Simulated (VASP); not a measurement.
Cu, 2 atoms in the cell. Symmetry: Cmcm, No. 63, orthorhombic system. The conventional cell has a = 2.516 Å, b = 8.209 Å, c = 2.555 Å, α = 90.00°, β = 90.00°, γ = 90.00°. Within 3.3 Å of Cu (site symmetry m2m) lie 10 Cu at 2.52 to 2.62 Å. 

```yaml
Program: VASP 6.6.1
Task: single point
Functional: PBEsol
Potentials_or_basis: VASP PAW PBE potentials, release 64 (Cu)
Cutoff: 520 eV
k_mesh: 12 × 12 × 12
Occupations: fermi-dirac, width 0.1 eV
Spin: no spin polarisation
Dipole_correction: no
Further_INCAR_settings: ALGO = Normal; EDIFF = 1e-06; NBANDS = 18
```

Potentials or basis: VASP PAW PBE potentials, release 64 (Cu).

Command:

```console
$ cat potpaw_PBE.64/Cu/POTCAR > POTCAR
$ mpirun -np 1 vasp_std > vasp.out
```

Hardware: 1 thread of Intel(R) Xeon(R) 6975P-C (Granite Rapids), with other jobs on the host.

Question: Estimate the wall time of this run.

Answer: It took 48 s on 1 thread of Intel(R) Xeon(R) 6975P-C (Granite Rapids), on a shared host, peak memory 0.24 GiB. Counts: scf iterations 12, k points 301.
